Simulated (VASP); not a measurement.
# Sr (I4/mmm) in VASP: further runs

Runs on Sr. Level: LDA. Tasks: single point.

Program: VASP 6.6.1. These are calculated values, not measurements. Logs are shortened: lines on timing, memory, paths and dates and some standing lists are left out, and cuts for length are marked.

## Step 1: The cell of the first run

Symmetry: I4/mmm, No. 139, tetragonal system. Conventional cell: a = 4.850 Å, b = 4.850 Å, c = 4.486 Å, α = 90.00°, β = 90.00°, γ = 90.00°. Sr (site symmetry 4/mmm) has 14 Sr at 4.10 to 4.85 Å within 5.4 Å.

## Step 2: Single point, LDA (strain -0.0750 x Voigt [0, 1, 0, 0, 0, 0])

INCAR reads:

```
  ALGO = Fast
  EDIFF = 1E-6
  ENCUT = 520
  ISIF = 2
  ISMEAR = 0
  LASPH = True
  LCHARG = False
  LREAL = False
  LWAVE = False
  NBANDS = 11
  NELM = 80
  PREC = Accurate
  SIGMA = 0.15
```

KPOINTS reads:

```
k-points
0
Gamma
  14 14 14
```

POSCAR reads:

```
Sr
1.0
   -2.4250000000      2.2431250000      2.4250000000
    2.4250000000     -2.2431250000      2.4250000000
    2.4250000000      2.2431250000     -2.4250000000
Sr
1
Direct
    0.0000000000      0.0000000000      0.0000000000
```

Potentials or basis: VASP PAW LDA potentials, release 64 (Sr_sv).

Command:

```sh
$ cat potpaw_LDA.64/Sr_sv/POTCAR > POTCAR
$ mpirun -np 1 vasp_std > vasp.out
```

OUTCAR:

```text
EDIFF = 1E-6
   ENCUT = 520
   ISIF = 2
   ISMEAR = 0
   LASPH = True
   LREAL = False
   NELM = 80
   PREC = Accurate

 ion  position               nearest neighbor table
   1  0.000  0.000  0.000-

  LATTYP: Found a body centered tetragonal cell.
 ALAT       =     4.8500000000
 C/A-ratio  =     0.9250000000

  Lattice vectors:

 A1 = (  -2.4250000000,  -2.2431250000,   2.4250000000)
 A2 = (   2.4250000000,  -2.2431250000,  -2.4250000000)
 A3 = (   2.4250000000,   2.2431250000,   2.4250000000)

Analysis of symmetry for initial positions (statically):
=====================================================================
 Subroutine PRICEL returns:
 Original cell was already a primitive cell.

 Routine SETGRP: Setting up the symmetry group for a
 body centered tetragonal supercell.

 Subroutine GETGRP returns: Found 16 space group operations
 (whereof 16 operations were pure point group operations)
 out of a pool of 16 trial point group operations.

The static configuration has the point symmetry D_4h.

Analysis of symmetry for dynamics (positions and initial velocities):
=====================================================================
 Subroutine PRICEL returns:
 Original cell was already a primitive cell.

 Routine SETGRP: Setting up the symmetry group for a
 body centered tetragonal supercell.

 Subroutine GETGRP returns: Found 16 space group operations
 (whereof 16 operations were pure point group operations)
 out of a pool of 16 trial point group operations.

The dynamic configuration has the point symmetry D_4h.

 Subroutine INISYM returns: Found 16 space group operations
 (whereof 16 operations are pure point group operations),
 and found     1 'primitive' translations

----------------------------------------------------------------------------------------

                                     Primitive cell

  volume of cell :      52.7639

  direct lattice vectors                    reciprocal lattice vectors
    -2.425000000  2.243125000  2.425000000     0.000000000  0.222903316  0.206185567
     2.425000000 -2.243125000  2.425000000     0.206185567  0.000000000  0.206185567
     2.425000000  2.243125000 -2.425000000     0.206185567  0.222903316  0.000000000

  length of vectors
     4.097909194  4.097909194  4.097909194     0.303641855  0.291590425  0.303641855

  position of ions in fractional coordinates (direct lattice)
     0.000000000  0.000000000  0.000000000

  ion indices of the primitive-cell ions
   primitive index   ion index
                 1           1

----------------------------------------------------------------------------------------

 KPOINTS: k-points

Automatic generation of k-mesh.
 Grid dimensions read from file:
 generate k-points for:   14   14   14

 Generating k-lattice:

  Cartesian coordinates                     Fractional coordinates (reciprocal lattice)
     0.000000000  0.015921665  0.014727541     0.071428571  0.000000000  0.000000000
     0.014727541  0.000000000  0.014727541     0.000000000  0.071428571  0.000000000
     0.014727541  0.015921665  0.000000000     0.000000000  0.000000000  0.071428571

  Length of vectors
     0.021688704  0.020827888  0.021688704

  Shift w.r.t. Gamma in fractional coordinates (k-lattice)
     0.000000000  0.000000000  0.000000000

 Subroutine IBZKPT returns following result:
 ===========================================

 Found    244 irreducible k-points:

 Following reciprocal coordinates:
            Coordinates               Weight
  0.000000  0.000000  0.000000      1.000000
  0.071429  0.000000  0.000000      8.000000
  0.142857  0.000000 -0.000000      8.000000
  0.214286  0.000000 -0.000000      8.000000
  0.285714  0.000000 -0.000000      8.000000
  0.357143  0.000000 -0.000000      8.000000
[... 16 lines left out ...]
  0.071429  0.142857 -0.000000     16.000000
  0.142857  0.142857 -0.000000     16.000000
 [... further k-points ...]
   k-points           NKPTS =    244   k-points in BZ     NKDIM =    244   number of bands    NBANDS=     11
   number of dos      NEDOS =    301   number of ions     NIONS =      1
   total plane-waves  NPLWV =  27000
   dimension x,y,z NGX =    30 NGY =   30 NGZ =   30
   dimension x,y,z NGXF=    60 NGYF=   60 NGZF=   60
   ions per type =               1
   NGX,Y,Z   is equivalent  to a cutoff of  12.17, 12.17, 12.17 a.u.
   NGXF,Y,Z  is equivalent  to a cutoff of  24.34, 24.34, 24.34 a.u.
 SYSTEM =  unknown system
   PREC   = accura    normal or accurate (medium, high low for compatibility)
   ISTART =      0    job   : 0-new  1-cont  2-samecut
   ICHARG =      2    charge: 1-file 2-atom 10-const
   ISPIN  =      1    spin polarized calculation?
   LNONCOLLINEAR =      F non collinear calculations
   LSORBIT =      F    spin-orbit coupling
   LASPH  =      T    aspherical Exc in radial PAW
   ENCUT  =  520.0 eV  38.22 Ry    6.18 a.u.   7.62  7.62  7.62*2*pi/ulx,y,z
   NELM   =     80;   NELMIN=  2; NELMDL= -5     # of ELM steps
   EDIFF  = 0.1E-05   stopping-criterion for ELM
   LREAL  =      F    real-space projection
   EDIFFG = 0.1E-04   stopping-criterion for IOM
   NSW    =      0    number of steps for IOM
   IBRION =     -1    ionic relax: 0-MD 1-quasi-New 2-CG
   NFREE  =      0    steps in history (QN), initial steepest desc. (CG)
   ISIF   =      2    stress and relaxation
   ISYM   =      2    0-nonsym 1-usesym 2-fastsym
   POTIM  = 0.5000    time-step for ionic-motion
   TEBEG  =    0.0;   TEEND  =   0.0 temperature during run
   PSTRESS=    0.0 pullay stress
   NELECT =      10.0000    total number of electrons
   NUPDOWN=      -1.0000    fix difference up-down
   EMIN   =  10.00;   EMAX   =-10.00  energy-range for DOS
   EFERMI =   0.00;   METHOD = LEGACY
   ISMEAR =     0;   SIGMA  =   0.15  broadening in eV -4-tet -1-fermi 0-gaus
   EFERMI_NEDOS =   21; number of points for ismear=-14 and -15
   IALGO  =     68    algorithm
   IMIX   =      4    mixing-type and parameters
     AMIX     =   0.40;   BMIX     =  1.00
     AMIX_MAG =   1.60;   BMIX_MAG =  1.00
  volume/ion in A,a.u.               =      52.76       356.07
  Fermi-wavevector in a.u.,A,eV,Ry     =   0.940364  1.777030 12.031412  0.884284
  Thomas-Fermi vector in A             =   2.067768
   LORBIT       =      0    0 simple, 1 ext, 2 COOP (PROOUT), +10 PAW based schemes
   GGA     = CA    functional components
   LHFCALC =     F    Hartree Fock is set to
   AEXX    =    0.0000 exact exchange contribution
   IVDW    =     0    specifies the selected vdW correction
   LEPSILON=     F    determine dielectric tensor
   LRPA    =     F    only Hartree local field effects (RPA)
 non-spin polarized calculation
 RMM-DIIS sequential band-by-band and
 Gauss-broadening in eV      SIGMA  =   0.15
  energy-cutoff  :      520.00
  volume of cell :       52.76
 maximum number of plane-waves:      1440
   NGX = 15   NGY = 15   NGZ = 15

 number of electron      10.0000000 magnetization

 Free energy of the ion-electron system (eV)
  ---------------------------------------------------
  ext. energy  EPLUGINS =         0.00000000
  ---------------------------------------------------
  free energy    TOTEN  =        -1.88224080 eV

  energy without entropy =       -1.86971752  energy(sigma->0) =       -1.87597916

 E-fermi :   1.5491     XC(G=0):  -7.6864

 val. band max:        1.5330096669   @ k =  -0.4286  -0.4286   0.2143
 cond. band min:       1.5533956645   @ k =  -0.2143   0.5000   0.2143
 fundamental gap:      0.0203859975
 Fermi energy:         1.5491321007

 k-point     1 :       0.0000    0.0000    0.0000
  band No.  band energies     occupation
      1     -34.8170      2.00000
      2     -16.7914      2.00000
      3     -16.7884      2.00000
      4     -16.7884      2.00000
      5      -2.1568      2.00000
      6       3.5667      0.00000
      7       4.0551      0.00000
      8       4.0551      0.00000
      9       4.9048      0.00000
     10       5.5858      0.00000
     11       9.6282      0.00000

 k-point     2 :       0.0714    0.0000    0.0000
  band No.  band energies     occupation
      1     -34.8161      2.00000
      2     -16.8024      2.00000
      3     -16.7925      2.00000
      4     -16.7900      2.00000
      5      -2.0625      2.00000
      6       3.5657      0.00000
      7       3.9904      0.00000
      8       4.0542      0.00000
      9       4.8940      0.00000
     10       5.4796      0.00000
     11       9.8337      0.00000

 k-point     3 :       0.1429    0.0000   -0.0000
  band No.  band energies     occupation
      1     -34.8133      2.00000
      2     -16.8360      2.00000
      3     -16.8038      2.00000
      4     -16.7913      2.00000
      5      -1.7870      2.00000
      6       3.4470      0.00000
      7       3.7323      0.00000
      8       4.2054      0.00000
      9       4.9239      0.00000
     10       5.3195      0.00000
     11      10.1200      0.00000

 k-point     4 :       0.2143    0.0000   -0.0000
  band No.  band energies     occupation
      1     -34.8093      2.00000
      2     -16.8840      2.00000
      3     -16.8202      2.00000
      4     -16.7931      2.00000
      5      -1.3526      2.00000
      6       3.1997      0.00000
      7       3.2918      0.00000
      8       4.5941      0.00000
      9       5.0692      0.00000
     10       5.2517      0.00000
     11       9.7770      0.00000
[... 239 lines left out ...]
 k-point    22 :       0.0000    0.1429    0.0000
  band No.  band energies     occupation
      1     -34.8136      2.00000
      2     -16.8343      2.00000
      3     -16.8042      2.00000
      4     -16.7870      2.00000
      5      -1.8172      2.00000
      6       3.3742      0.00000
      7       3.8217      0.00000
      8       4.3957      0.00000
      9       4.6226      0.00000
     10       5.5045      0.00000
     11       9.9945      0.00000

 k-point    23 :       0.0714    0.1429   -0.0000
  band No.  band energies     occupation
      1     -34.8113      2.00000
      2     -16.8633      2.00000
      3     -16.8107      2.00000
      4     -16.7906      2.00000
      5      -1.5655      2.00000
      6       3.1954      0.00000
      7       3.6509      0.00000
      8       4.5282      0.00000
      9       4.6748      0.00000
     10       5.5012      0.00000
     11      10.0331      0.00000

 k-point    24 :       0.1429    0.1429   -0.0000
  band No.  band energies     occupation
      1     -34.8078      2.00000
      2     -16.9015      2.00000
      3     -16.8234      2.00000
      4     -16.7977      2.00000
      5      -1.1553      2.00000
      6       2.9369      0.00000
      7       3.3274      0.00000
      8       4.6304      0.00000
      9       5.0139      0.00000
     10       5.5395      0.00000
     11       9.3870      0.00000

 [... further k-points ...]
[... 5 lines left out ...]
  --------------------------------------------------------------------------------------
  -------------------------------------------------------------------------------------
  Total       -0.4215856     -0.2934023     -0.4215856      0.0000000      0.0000000      0.0000000
  in kB      -12.8014554     -8.9091672    -12.8014554      0.0000000      0.0000000      0.0000000
  external PRESSURE =     -11.5040260 kB  Pullay stress =       0.0000000 kB

 VOLUME and BASIS-vectors are now :
 -----------------------------------------------------------------------------
  energy-cutoff  :      520.00
  volume of cell :       52.76
      direct lattice vectors                 reciprocal lattice vectors
    -2.425000000  2.243125000  2.425000000     0.000000000  0.222903316  0.206185567
     2.425000000 -2.243125000  2.425000000     0.206185567  0.000000000  0.206185567
     2.425000000  2.243125000 -2.425000000     0.206185567  0.222903316  0.000000000

 POSITION                                       TOTAL-FORCE (eV/Angst)
 -----------------------------------------------------------------------------------
      0.00000      0.00000      0.00000        -0.000000      0.000000      0.000000
 -----------------------------------------------------------------------------------
    total drift:                               -0.000000     -0.000000      0.000000

  FREE ENERGIE OF THE ION-ELECTRON SYSTEM (eV)
  ---------------------------------------------------
  free  energy   TOTEN  =        -1.8822408025 eV

  energy  without entropy=       -1.8697175204  energy(sigma->0) =       -1.87597916
```

It took 47 s on 1 thread of Intel Xeon 6975P-C (Granite Rapids), shared host; peak memory 0.25 GiB.

What came out:

- Free energy: -1.8822 eV
- Pressure: -1.2 GPa
- Band gap on the k mesh: zero (band 5 reaches 1.79 eV, above the bottom of band 6 at 1.42 eV)

Levels at points of the mesh, in eV from the Fermi level:
| k point | band 3 | band 4 | band 5 | band 6 | band 7 | band 8 |
| --- | --- | --- | --- | --- | --- | --- |
| (0.00, 0.00, 0.00) | -18.34 | -18.34 | -3.71 | 2.02 | 2.51 | 2.51 |
| (0.50, 0.00, 0.00) | -18.42 | -18.35 | -1.01 | 0.45 | 0.99 | 3.59 |
| (0.00, 0.50, 0.00) | -18.41 | -18.33 | -1.16 | 0.21 | 1.51 | 3.15 |
| (0.50, 0.50, 0.50) | -18.52 | -18.48 | -0.27 | -0.13 | 3.45 | 3.45 |

Caveat: the cell differs from its parent crystal (strain -0.0750 x Voigt [0, 1, 0, 0, 0, 0]).

## Step 3: Single point, LDA (strain +0.0750 x Voigt [0, 1, 0, 0, 0, 0])

INCAR reads:

```
ALGO     = Fast           # electronic algorithm
EDIFF    = 1E-7           # SCF threshold, eV
ENCUT    = 520            # plane-wave cutoff, eV
ISIF     = 2              # what is computed and relaxed
ISMEAR   = 0              # smearing method
LASPH    = True           # aspherical terms in the spheres
LCHARG   = False          # write CHGCAR
LREAL    = False          # projectors in reciprocal space
LWAVE    = False          # write WAVECAR
NBANDS   = 11             # bands
NELM     = 60             # most SCF steps
PREC     = Accurate       # precision mode
SIGMA    = 0.15           # smearing width, eV
```

KPOINTS is that of step 2.

POSCAR reads:

```
Sr
1.0
   -2.4250000000      2.6068750000      2.4250000000
    2.4250000000     -2.6068750000      2.4250000000
    2.4250000000      2.6068750000     -2.4250000000
Sr
1
Direct
    0.0000000000      0.0000000000      0.0000000000
```

Potentials or basis: VASP PAW LDA potentials, release 64 (Sr_sv).

Command:

```sh
$ cat potpaw_LDA.64/Sr_sv/POTCAR > POTCAR
$ mpirun -np 1 vasp_std > vasp.out
```

Run time: 48 s. Hardware: 1 thread of Intel Xeon 6975P-C (Granite Rapids), shared host; peak memory 0.28 GiB.

Results (log left out):

```
Free energy            : -1.7905 eV
Pressure               : -2.2 GPa
Band gap on the k mesh : zero (band 5 reaches 1.28 eV, above the bottom of band 6 at 1.11 eV)
```

Levels at points of the mesh, in eV from the Fermi level:
```tsv
k point	band 3	band 4	band 5	band 6	band 7	band 8
(0.00, 0.00, 0.00)	-18.70	-18.70	-3.51	2.00	2.00	2.35
(0.50, 0.00, 0.00)	-18.74	-18.70	-1.06	0.08	1.25	2.88
(0.00, 0.50, 0.00)	-18.75	-18.71	-0.91	0.27	0.85	3.35
(0.50, 0.50, 0.50)	-18.79	-18.79	-0.12	0.02	2.61	3.51
```

Caveat: the cell differs from its parent crystal (strain +0.0750 x Voigt [0, 1, 0, 0, 0, 0]).
